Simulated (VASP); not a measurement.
# Te (Fd-3m) in VASP: a series of runs

Runs on Te. Level: PBE. Tasks: single point.

Everything below comes from runs of VASP 6.6.1. Logs are shortened: lines on timing, memory, paths and dates and some standing lists are left out, and cuts for length are marked.

**1. The cell of the first run**

Symmetry: Fd-3m, No. 227, cubic system. Conventional cell: a = 7.187 Å, b = 7.187 Å, c = 7.187 Å, α = 90.00°, β = 90.00°, γ = 90.00°. Within 4.1 Å of Te (site symmetry -43m) lie 4 Te at 3.11 Å.

This isn't the form of Te at room conditions, which is trigonal, of chains.

**2. Single point, PBE**

The input, INCAR:

```
SYSTEM = Te
  PREC = Accurate
  ENCUT = 500
  EDIFF = 1E-6
  ISMEAR = -1
  SIGMA = 0.1
  LREAL = .FALSE.
  LASPH = .TRUE.
  NELM = 120
  ALGO = Normal
  ISIF = 2
  LWAVE = .FALSE.
  LCHARG = .FALSE.
  GGA = PE
  NBANDS = 13
  GGA_COMPAT = .FALSE.
```

The input, KPOINTS:

```
Automatic mesh
0
G
  8 8 8
  0 0 0
```

The input, POSCAR:

```
Te
1.0
    0.0000000000      3.5934270158      3.5934270158
    3.5934270158      0.0000000000      3.5934270158
    3.5934270158      3.5934270158      0.0000000000
Te
2
Direct
    0.1250000000      0.1250000000      0.1250000000
    0.8750000000      0.8750000000      0.8750000000
```

Potentials or basis: VASP PAW PBE potentials, release 64 (Te).

Started as:

```sh
$ cat potpaw_PBE.64/Te/POTCAR > POTCAR
$ mpirun -np 1 vasp_std > vasp.out
```

OUTCAR:

```text
SYSTEM = Te
   PREC = Accurate
   ENCUT = 500
   EDIFF = 1E-6
   ISMEAR = -1
   LREAL = .FALSE.
   LASPH = .TRUE.
   NELM = 120
   ISIF = 2
   GGA = PE

 ion  position               nearest neighbor table
   1  0.125  0.125  0.125-   2 3.11   2 3.11   2 3.11   2 3.11
   2  0.875  0.875  0.875-   1 3.11   1 3.11   1 3.11   1 3.11

  LATTYP: Found a face centered cubic cell.
 ALAT       =     7.1868540316

  Lattice vectors:

 A1 = (   0.0000000000,   3.5934270158,   3.5934270158)
 A2 = (   3.5934270158,   0.0000000000,   3.5934270158)
 A3 = (   3.5934270158,   3.5934270158,   0.0000000000)

Analysis of symmetry for initial positions (statically):
=====================================================================
 Subroutine PRICEL returns:
 Original cell was already a primitive cell.

 Routine SETGRP: Setting up the symmetry group for a
 face centered cubic supercell.

 Subroutine GETGRP returns: Found 48 space group operations
 (whereof 12 operations were pure point group operations)
 out of a pool of 48 trial point group operations.

The static configuration has the point symmetry D_3d.
 The point group associated with its full space group is O_h .

Analysis of symmetry for dynamics (positions and initial velocities):
=====================================================================
 Subroutine PRICEL returns:
 Original cell was already a primitive cell.

 Routine SETGRP: Setting up the symmetry group for a
 face centered cubic supercell.

 Subroutine GETGRP returns: Found 48 space group operations
 (whereof 12 operations were pure point group operations)
 out of a pool of 48 trial point group operations.

The dynamic configuration has the point symmetry D_3d.
 The point group associated with its full space group is O_h .

 Subroutine INISYM returns: Found 48 space group operations
 (whereof 12 operations are pure point group operations),
 and found     1 'primitive' translations

----------------------------------------------------------------------------------------

                                     Primitive cell

  volume of cell :      92.8018

  direct lattice vectors                    reciprocal lattice vectors
     0.000000000  3.593427016  3.593427016    -0.139142940  0.139142940  0.139142940
     3.593427016  0.000000000  3.593427016     0.139142940 -0.139142940  0.139142940
     3.593427016  3.593427016  0.000000000     0.139142940  0.139142940 -0.139142940

  length of vectors
     5.081873221  5.081873221  5.081873221     0.241002642  0.241002642  0.241002642

  position of ions in fractional coordinates (direct lattice)
     0.125000000  0.125000000  0.125000000
     0.875000000  0.875000000  0.875000000

  ion indices of the primitive-cell ions
   primitive index   ion index
                 1           1
                 2           2

----------------------------------------------------------------------------------------

 KPOINTS: Automatic mesh

Automatic generation of k-mesh.
 Grid dimensions read from file:
 generate k-points for:    8    8    8

 Generating k-lattice:

  Cartesian coordinates                     Fractional coordinates (reciprocal lattice)
    -0.017392868  0.017392868  0.017392868     0.125000000  0.000000000  0.000000000
     0.017392868 -0.017392868  0.017392868     0.000000000  0.125000000  0.000000000
     0.017392868  0.017392868 -0.017392868     0.000000000  0.000000000  0.125000000

  Length of vectors
     0.030125330  0.030125330  0.030125330

  Shift w.r.t. Gamma in fractional coordinates (k-lattice)
     0.000000000  0.000000000  0.000000000

 Subroutine IBZKPT returns following result:
 ===========================================

 Found     29 irreducible k-points:

 Following reciprocal coordinates:
            Coordinates               Weight
  0.000000  0.000000  0.000000      1.000000
  0.125000  0.000000  0.000000      8.000000
  0.250000  0.000000  0.000000      8.000000
  0.375000  0.000000  0.000000      8.000000
  0.500000  0.000000  0.000000      4.000000
  0.125000  0.125000  0.000000      6.000000
[... 16 lines left out ...]
  0.500000  0.250000  0.125000     48.000000
 -0.375000  0.250000  0.125000     24.000000
 [... further k-points ...]
   k-points           NKPTS =     29   k-points in BZ     NKDIM =     29   number of bands    NBANDS=     13
   number of dos      NEDOS =    301   number of ions     NIONS =      2
   total plane-waves  NPLWV =  64000
   dimension x,y,z NGX =    40 NGY =   40 NGZ =   40
   dimension x,y,z NGXF=    80 NGYF=   80 NGZF=   80
   ions per type =               2
   NGX,Y,Z   is equivalent  to a cutoff of  13.09, 13.09, 13.09 a.u.
   NGXF,Y,Z  is equivalent  to a cutoff of  26.17, 26.17, 26.17 a.u.
 SYSTEM =  Te
   PREC   = accura    normal or accurate (medium, high low for compatibility)
   ISTART =      0    job   : 0-new  1-cont  2-samecut
   ICHARG =      2    charge: 1-file 2-atom 10-const
   ISPIN  =      1    spin polarized calculation?
   LNONCOLLINEAR =      F non collinear calculations
   LSORBIT =      F    spin-orbit coupling
   LASPH  =      T    aspherical Exc in radial PAW
   ENCUT  =  500.0 eV  36.75 Ry    6.06 a.u.   9.27  9.27  9.27*2*pi/ulx,y,z
   NELM   =    120;   NELMIN=  2; NELMDL= -5     # of ELM steps
   EDIFF  = 0.1E-05   stopping-criterion for ELM
   LREAL  =      F    real-space projection
   EDIFFG = 0.1E-04   stopping-criterion for IOM
   NSW    =      0    number of steps for IOM
   IBRION =     -1    ionic relax: 0-MD 1-quasi-New 2-CG
   NFREE  =      0    steps in history (QN), initial steepest desc. (CG)
   ISIF   =      2    stress and relaxation
   ISYM   =      2    0-nonsym 1-usesym 2-fastsym
   POTIM  = 0.5000    time-step for ionic-motion
   TEBEG  =    0.0;   TEEND  =   0.0 temperature during run
   PSTRESS=    0.0 pullay stress
   NELECT =      12.0000    total number of electrons
   NUPDOWN=      -1.0000    fix difference up-down
   EMIN   =  10.00;   EMAX   =-10.00  energy-range for DOS
   EFERMI =   0.00;   METHOD = LEGACY
   ISMEAR =    -1;   SIGMA  =   0.10  broadening in eV -4-tet -1-fermi 0-gaus
   EFERMI_NEDOS =   21; number of points for ismear=-14 and -15
   IALGO  =     38    algorithm
   IMIX   =      4    mixing-type and parameters
     AMIX     =   0.40;   BMIX     =  1.00
     AMIX_MAG =   1.60;   BMIX_MAG =  1.00
  volume/ion in A,a.u.               =      46.40       313.13
  Fermi-wavevector in a.u.,A,eV,Ry     =   0.827846  1.564403  9.324476  0.685330
  Thomas-Fermi vector in A             =   1.940121
   LORBIT       =      0    0 simple, 1 ext, 2 COOP (PROOUT), +10 PAW based schemes
   GGA     = PE    functional components
   LHFCALC =     F    Hartree Fock is set to
   AEXX    =    0.0000 exact exchange contribution
   IVDW    =     0    specifies the selected vdW correction
   LEPSILON=     F    determine dielectric tensor
   LRPA    =     F    only Hartree local field effects (RPA)
 non-spin polarized calculation
  energy-cutoff  :      500.00
  volume of cell :       92.80
 maximum number of plane-waves:      2397
 NGX is ok and might be reduce to    40
   NGX = 19   NGY = 19   NGZ = 19

 number of electron      12.0000000 magnetization

 Free energy of the ion-electron system (eV)
  ---------------------------------------------------
  ext. energy  EPLUGINS =         0.00000000
  ---------------------------------------------------
  free energy    TOTEN  =        -5.48136068 eV

  energy without entropy =       -5.41437854  energy(sigma->0) =       -5.44786961

 E-fermi :   3.2390     XC(G=0):  -7.5397

 val. band max:        3.2002516578   @ k =  -0.2500   0.1250   0.0000
 cond. band min:       3.2597838408   @ k =  -0.2500   0.2500   0.0000
 fundamental gap:      0.0595321830
 Fermi energy:         3.2390399441

 k-point     1 :       0.0000    0.0000    0.0000
  band No.  band energies     occupation
      1      -9.6610      2.00000
      2      -5.4715      2.00000
      3       0.2792      2.00000
      4       0.2792      2.00000
      5       0.2792      2.00000
      6       2.5717      1.99747
      7       2.5717      1.99747
      8       2.5717      1.99747
      9       6.9430      0.00000
     10       9.2006      0.00000
     11       9.2006      0.00000
     12      10.6949      0.00000
     13      10.6949      0.00000

 k-point     2 :       0.1250    0.0000    0.0000
  band No.  band energies     occupation
      1      -9.5787      2.00000
      2      -5.6808      2.00000
      3       0.1674      2.00000
      4       0.1674      2.00000
      5       0.2374      2.00000
      6       2.7433      1.98604
      7       2.7433      1.98604
      8       2.7591      1.98366
      9       7.3309      0.00000
     10       8.9177      0.00000
     11       8.9177      0.00000
     12      10.4156      0.00000
     13      11.3649      0.00000

 k-point     3 :       0.2500    0.0000    0.0000
  band No.  band energies     occupation
      1      -9.3485      2.00000
      2      -6.1896      2.00000
      3      -0.0544      2.00000
      4      -0.0544      2.00000
      5       0.0807      2.00000
      6       3.0976      1.60899
      7       3.0976      1.60899
      8       3.3796      0.39381
      9       8.0817      0.00000
     10       8.7469      0.00000
     11       8.7469      0.00000
     12      10.2116      0.00000
     13      12.5746      0.00000
[... 305 lines left out ...]
 k-point    23 :       0.5000    0.2500    0.1250
  band No.  band energies     occupation
      1      -8.8247      2.00000
      2      -7.0608      2.00000
      3      -1.0000      2.00000
      4      -0.5024      2.00000
      5       1.0651      2.00000
      6       2.8576      1.95683
      7       4.0059      0.00093
      8       4.3473      0.00003
      9       8.1992      0.00000
     10       8.4712      0.00000
     11       9.7474      0.00000
     12      10.7131      0.00000
     13      11.8013      0.00000

 k-point    24 :      -0.3750    0.2500    0.1250
  band No.  band energies     occupation
      1      -8.6367      2.00000
      2      -7.3176      2.00000
      3      -1.1061      2.00000
      4      -0.5759      2.00000
      5       1.0868      2.00000
      6       3.1104      1.56704
      7       4.0435      0.00064
      8       4.5507      0.00000
      9       7.9617      0.00000
     10       8.7653      0.00000
     11       9.6574      0.00000
     12      10.4357      0.00000
     13      11.7174      0.00000

 [... further k-points ...]

------------------------ aborting loop because EDIFF is reached ----------------------------------------

  FORCE on cell =-STRESS in cart. coord.  units (eV):
  Direction    XX          YY          ZZ          XY          YZ          ZX
  --------------------------------------------------------------------------------------
  -------------------------------------------------------------------------------------
  Total       -0.0170310     -0.0170310     -0.0170310      0.0000000     -0.0000000      0.0000000
  in kB       -0.2940317     -0.2940317     -0.2940317      0.0000000     -0.0000000      0.0000000
  external PRESSURE =      -0.2940317 kB  Pullay stress =       0.0000000 kB

 VOLUME and BASIS-vectors are now :
 -----------------------------------------------------------------------------
  energy-cutoff  :      500.00
  volume of cell :       92.80
      direct lattice vectors                 reciprocal lattice vectors
     0.000000000  3.593427016  3.593427016    -0.139142940  0.139142940  0.139142940
     3.593427016  0.000000000  3.593427016     0.139142940 -0.139142940  0.139142940
     3.593427016  3.593427016  0.000000000     0.139142940  0.139142940 -0.139142940

 POSITION                                       TOTAL-FORCE (eV/Angst)
 -----------------------------------------------------------------------------------
      0.89836      0.89836      0.89836        -0.000000      0.000000     -0.000000
      6.28850      6.28850      6.28850         0.000000     -0.000000      0.000000
 -----------------------------------------------------------------------------------
    total drift:                                0.000000      0.000000     -0.000000

  FREE ENERGIE OF THE ION-ELECTRON SYSTEM (eV)
  ---------------------------------------------------
  free  energy   TOTEN  =        -5.4813606808 eV

  energy  without entropy=       -5.4143785373  energy(sigma->0) =       -5.44786961
```

Wall time 48 s (1 thread of Intel Xeon 8259CL, shared host); peak memory 0.24 GiB.

What came out:

- Free energy: -5.4814 eV
- Pressure: 0.0 GPa
- Band gap on the k mesh: zero (bands 6 and 7 overlap by 0.92 eV)

Caveat: spin-orbit coupling is left out, which moves the levels of the heavy elements.

**3. Single point, PBE (40.83 Å³/atom)**

This run uses another cell than the first one, of 40.83 Å³/atom.

The input, INCAR:

```
  PREC = Accurate
  ENCUT = 500
  EDIFF = 1E-6
  ISMEAR = -1
  SIGMA = 0.1
  LREAL = False
  LASPH = True
  NELM = 120
  ALGO = Normal
  ISIF = 2
  LWAVE = False
  LCHARG = False
  GGA = PE
  NBANDS = 13
  GGA_COMPAT = False
```

The input, KPOINTS:

```
regular mesh
0
Gamma
  9 9 9
```

The input, POSCAR:

```
Te
1.0
    0.0000000000      3.4435235117      3.4435235117
    3.4435235117      0.0000000000      3.4435235117
    3.4435235117      3.4435235117      0.0000000000
Te
2
Direct
    0.1250000000      0.1250000000      0.1250000000
    0.8750000000      0.8750000000      0.8750000000
```

Potentials or basis: VASP PAW PBE potentials, release 64 (Te).

Started as:

```sh
$ cat potpaw_PBE.64/Te/POTCAR > POTCAR
$ mpirun -np 1 vasp_std > vasp.out
```

OUTCAR:

```text
PREC = Accurate
   ENCUT = 500
   EDIFF = 1E-6
   ISMEAR = -1
   LREAL = False
   LASPH = True
   NELM = 120
   ISIF = 2
   GGA = PE

 ion  position               nearest neighbor table
   1  0.125  0.125  0.125-   2 2.98   2 2.98   2 2.98   2 2.98
   2  0.875  0.875  0.875-   1 2.98   1 2.98   1 2.98   1 2.98

  LATTYP: Found a face centered cubic cell.
 ALAT       =     6.8870470234

  Lattice vectors:

 A1 = (   0.0000000000,   3.4435235117,   3.4435235117)
 A2 = (   3.4435235117,   0.0000000000,   3.4435235117)
 A3 = (   3.4435235117,   3.4435235117,   0.0000000000)

Analysis of symmetry for initial positions (statically):
=====================================================================
 Subroutine PRICEL returns:
 Original cell was already a primitive cell.

 Routine SETGRP: Setting up the symmetry group for a
 face centered cubic supercell.

 Subroutine GETGRP returns: Found 48 space group operations
 (whereof 12 operations were pure point group operations)
 out of a pool of 48 trial point group operations.

The static configuration has the point symmetry D_3d.
 The point group associated with its full space group is O_h .

Analysis of symmetry for dynamics (positions and initial velocities):
=====================================================================
 Subroutine PRICEL returns:
 Original cell was already a primitive cell.

 Routine SETGRP: Setting up the symmetry group for a
 face centered cubic supercell.

 Subroutine GETGRP returns: Found 48 space group operations
 (whereof 12 operations were pure point group operations)
 out of a pool of 48 trial point group operations.

The dynamic configuration has the point symmetry D_3d.
 The point group associated with its full space group is O_h .

 Subroutine INISYM returns: Found 48 space group operations
 (whereof 12 operations are pure point group operations),
 and found     1 'primitive' translations

----------------------------------------------------------------------------------------
[... 121 lines left out ...]
   IVDW    =     0    specifies the selected vdW correction
   LEPSILON=     F    determine dielectric tensor
   LRPA    =     F    only Hartree local field effects (RPA)
 non-spin polarized calculation
  energy-cutoff  :      500.00
  volume of cell :       81.67
 maximum number of plane-waves:      2091
   NGX = 17   NGY = 17   NGZ = 17

 number of electron      12.0000000 magnetization

 Free energy of the ion-electron system (eV)
  ---------------------------------------------------
  ext. energy  EPLUGINS =         0.00000000
  ---------------------------------------------------
  free energy    TOTEN  =        -5.34361077 eV

  energy without entropy =       -5.27665647  energy(sigma->0) =       -5.31013362

 E-fermi :   4.4826     XC(G=0):  -8.0698

 val. band max:        4.4707357962   @ k =   0.2222   0.0000   0.0000
 cond. band min:       4.4857764063   @ k =  -0.2222   0.2222   0.0000
 fundamental gap:      0.0150406101
 Fermi energy:         4.4825634661

 k-point     1 :       0.0000    0.0000    0.0000
  band No.  band energies     occupation
      1      -9.1937      2.00000
      2      -3.8665      2.00000
      3       1.1277      2.00000
      4       1.1277      2.00000
      5       1.1277      2.00000
      6       3.6421      1.99955
      7       3.6421      1.99955
      8       3.6421      1.99955
      9       8.0604      0.00000
     10      10.3130      0.00000
     11      10.3130      0.00000
     12      11.8669      0.00000
     13      11.8669      0.00000
[... 354 lines left out ...]
  band No.  band energies     occupation
      1      -7.5994      2.00000
      2      -6.7852      2.00000
      3      -0.2617      2.00000
      4      -0.2617      2.00000
      5       2.6911      2.00000
      6       2.7084      2.00000
      7       6.6822      0.00000
      8       6.6822      0.00000
      9       9.1414      0.00000
     10      10.2797      0.00000
     11      12.2831      0.00000
     12      12.2831      0.00000
     13      12.4337      0.00000

 [... further k-points ...]

------------------------ aborting loop because EDIFF is reached ----------------------------------------

  FORCE on cell =-STRESS in cart. coord.  units (eV):
  Direction    XX          YY          ZZ          XY          YZ          ZX
  --------------------------------------------------------------------------------------
  -------------------------------------------------------------------------------------
  Total        2.2751046      2.2751046      2.2751046      0.0000000     -0.0000000      0.0000000
  in kB       44.6347187     44.6347187     44.6347187      0.0000000     -0.0000000      0.0000000
  external PRESSURE =      44.6347187 kB  Pullay stress =       0.0000000 kB

 VOLUME and BASIS-vectors are now :
 -----------------------------------------------------------------------------
  energy-cutoff  :      500.00
  volume of cell :       81.67
      direct lattice vectors                 reciprocal lattice vectors
     0.000000000  3.443523512  3.443523512    -0.145200112  0.145200112  0.145200112
     3.443523512  0.000000000  3.443523512     0.145200112 -0.145200112  0.145200112
     3.443523512  3.443523512  0.000000000     0.145200112  0.145200112 -0.145200112

 POSITION                                       TOTAL-FORCE (eV/Angst)
 -----------------------------------------------------------------------------------
      0.86088      0.86088      0.86088         0.000000     -0.000000      0.000000
      6.02617      6.02617      6.02617        -0.000000      0.000000     -0.000000
 -----------------------------------------------------------------------------------
    total drift:                               -0.000000      0.000000      0.000000

  FREE ENERGIE OF THE ION-ELECTRON SYSTEM (eV)
  ---------------------------------------------------
  free  energy   TOTEN  =        -5.3436107735 eV

  energy  without entropy=       -5.2766564699  energy(sigma->0) =       -5.31013362
```

OSZICAR:

```text
N       E                     dE             d eps       ncg     rms          rms(c)
DAV:   1     0.432903093992E+02    0.43290E+02   -0.41382E+03   910   0.691E+02
DAV:   2    -0.233702383912E+01   -0.45627E+02   -0.43139E+02  1197   0.105E+02
DAV:   3    -0.528438537799E+01   -0.29474E+01   -0.29205E+01  1130   0.296E+01
DAV:   4    -0.534564567468E+01   -0.61260E-01   -0.61251E-01  1208   0.505E+00
DAV:   5    -0.534700673480E+01   -0.13611E-02   -0.13610E-02  1209   0.696E-01    0.136E+01
DAV:   6    -0.534455933865E+01    0.24474E-02   -0.26560E-03  1111   0.309E-01    0.823E+00
DAV:   7    -0.534356545597E+01    0.99388E-03   -0.44258E-03  1035   0.400E-01    0.767E-02
DAV:   8    -0.534359359644E+01   -0.28140E-04   -0.11438E-04  1095   0.688E-02    0.367E-02
DAV:   9    -0.534360985190E+01   -0.16255E-04   -0.25323E-05  1043   0.308E-02    0.830E-03
DAV:  10    -0.534361077354E+01   -0.92164E-06   -0.70631E-07   938   0.518E-03
   1 F= -.53436108E+01 E0= -.53101336E+01  d E =-.669543E-01
```

It took 44 s on 1 thread of Intel Xeon 8259CL, shared host; peak memory 0.21 GiB.

Results:

* Free energy: -5.3436 eV
* Pressure: 4.5 GPa
* Band gap on the k mesh: zero (bands 6 and 7 overlap by 1.03 eV)

Caveat: the cell stands under pressure; spin-orbit coupling is left out, which moves the levels of the heavy elements.

(Part 1 of 2 ends here.)
